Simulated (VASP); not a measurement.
Here is a VASP 6.6.1 calculation.

INCAR

```
PREC     = Accurate       # precision mode
ENCUT    = 600            # plane-wave cutoff, eV
EDIFF    = 1E-6           # SCF threshold, eV
ISMEAR   = -1             # smearing method
SIGMA    = 0.05           # smearing width, eV
LREAL    = False          # projectors in reciprocal space
LASPH    = True           # aspherical terms in the spheres
NELM     = 80             # most SCF steps
ALGO     = Normal         # electronic algorithm
ISIF     = 3              # what is computed and relaxed
LWAVE    = False          # write WAVECAR
LCHARG   = False          # write CHGCAR
GGA      = PS             # functional
IVDW     = 13             # dispersion correction
IBRION   = 2              # ionic algorithm
NSW      = 80             # ionic steps
EDIFFG   = -0.02          # ionic threshold
```

File KPOINTS:

```
Automatic mesh
0
Gamma
  12 12 12
```

Contents of POSCAR:

```
W
1.0
   -1.5823450000      1.5823450000      1.5823450000
    1.5823450000     -1.5823450000      1.5823450000
    1.5823450000      1.5823450000     -1.5823450000
W
1
Direct
    0.0000000000      0.0000000000      0.0000000000
```

Potentials or basis: VASP PAW PBE potentials, release 64 (W_sv).

Run with:

```bash
$ cat potpaw_PBE.64/W_sv/POTCAR > POTCAR
$ mpirun -np 1 vasp_std > vasp.out
```

Question: Predict the space group after relaxing (to 0.05 Å).

Answer: Im-3m (No. 229).

Question: Predict the band gap on the k mesh.

Answer: Zero (band 7 reaches 16.89 eV, above the bottom of band 8 at 10.30 eV).

Question: Predict the relaxed cell.

Answer: a = 2.723 Å, b = 2.723 Å, c = 2.723 Å, α = 109.47°, β = 109.47°, γ = 109.47°.

Step by step:
```csv
step,energy change (eV),largest force (eV/Å),pressure (GPa),volume (Å³)
1,0.0000,0.0000,-6.17,15.85
2,0.0755,0.0000,26.29,14.49
3,-0.0060,0.0000,-0.23,15.55
4,-0.0060,0.0000,-0.02,15.54
```

Caveat: the PAW data sets were made with another functional, which shifts forces and pressure a little; spin-orbit coupling is left out, which moves the levels of the heavy elements; pairwise dispersion overbinds metals, which lowers pressure and volume.
